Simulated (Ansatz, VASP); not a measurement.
One calculation of Au, two programs

```
Au
1.0
     3.05970    0.00000    0.00000
    -1.52985    2.64978    0.00000
     0.00000    0.00000   10.37954
Au
4
Direct
  0.00000 0.00000 0.00000
  0.00000 0.00000 0.50000
  0.33333 0.66667 0.25000
  0.66667 0.33333 0.75000
```

Alike in both runs: task single point; functional BLYP; k mesh 14 × 14 × 4; occupations fermi-dirac, width 0.1 eV; no spin polarisation.

|  | VASP | Ansatz |
| --- | --- | --- |
| version | VASP 6.6.1 | Ansatz 0.2.0 |
| potentials or method | VASP PAW PBE potentials, release 64 (Au), cutoff 520 eV | plane waves (420 eV) with PAW, scalar-relativistic |
| valence electrons in the cell | 44 | 76 |

Ansatz gave:

```
pressure (GPa)                                                : -6.1
traceless stress, the component that is largest in VASP (GPa) : 0.27
```

Estimate VASP's values.

pressure (GPa): -5.8; traceless stress, the component that is largest in VASP (GPa): 0.21.

VASP's potentials were made for PBE, not for BLYP. The functional is the same, so the differences come from potentials, cutoffs and numerics. VASP's potentials hold 44 valence electrons a cell and Ansatz's 76, so a difference there can come from the potentials and not from the codes.

Spin-orbit coupling is off throughout.
